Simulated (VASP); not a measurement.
The system is ZnO.

```
Zn O
1.0
     3.24931    0.00000    0.00000
    -1.62465    2.81398    0.00000
     0.00000    0.00000    5.20571
Zn O
2 2
Direct
  0.33333 0.66667 0.50000
  0.66667 0.33333 0.00000
  0.66667 0.33333 0.37901
  0.33333 0.66667 0.87901
```

```yaml
Program: VASP 6.6.1
Task: relaxation of cell and atoms
Functional: RPBE
Potentials_or_basis: VASP PAW PBE potentials, release 64 (Zn, O)
Cutoff: 600 eV
k_mesh: 12 × 12 × 4
Occupations: gaussian, width 0.01 eV
Spin: no spin polarisation
```

At the start: pressure 10.5 GPa; volume 11.90 Å³/atom.

Task: How do energy, volume and symmetry change on relaxing?

Result: Over 3 steps the energy falls by 28.8 meV/atom and the volume is 12.84 Å³/atom (+7.9 %); space group P6_3mc (No. 186, to 0.1 Å) before and after.

The path:
| step | energy change (eV) | largest force (eV/Å) | pressure (GPa) | volume (Å³) |
| --- | --- | --- | --- | --- |
| 1 | 0.0000 | 0.0810 | 10.50 | 47.60 |
| 2 | -0.0938 | 0.0225 | -3.68 | 53.18 |
| 3 | -0.1153 | 0.0021 | 0.05 | 51.35 |

Final structure:
```cif
data_structure
_symmetry_space_group_name_H-M 'P 1'
_symmetry_Int_Tables_number 1
_cell_length_a 3.3280
_cell_length_b 3.3280
_cell_length_c 5.3536
_cell_angle_alpha 90.000
_cell_angle_beta 90.000
_cell_angle_gamma 120.000
_cell_volume 51.35
loop_
_atom_site_label
_atom_site_type_symbol
_atom_site_fract_x
_atom_site_fract_y
_atom_site_fract_z
_atom_site_occupancy
Zn1 Zn 0.33333 0.66667 0.49948 1
Zn2 Zn 0.66667 0.33333 0.99948 1
O1 O 0.66667 0.33333 0.37953 1
O2 O 0.33333 0.66667 0.87953 1
```

Caveat: the PAW data sets were made with another functional, which shifts forces and pressure a little.
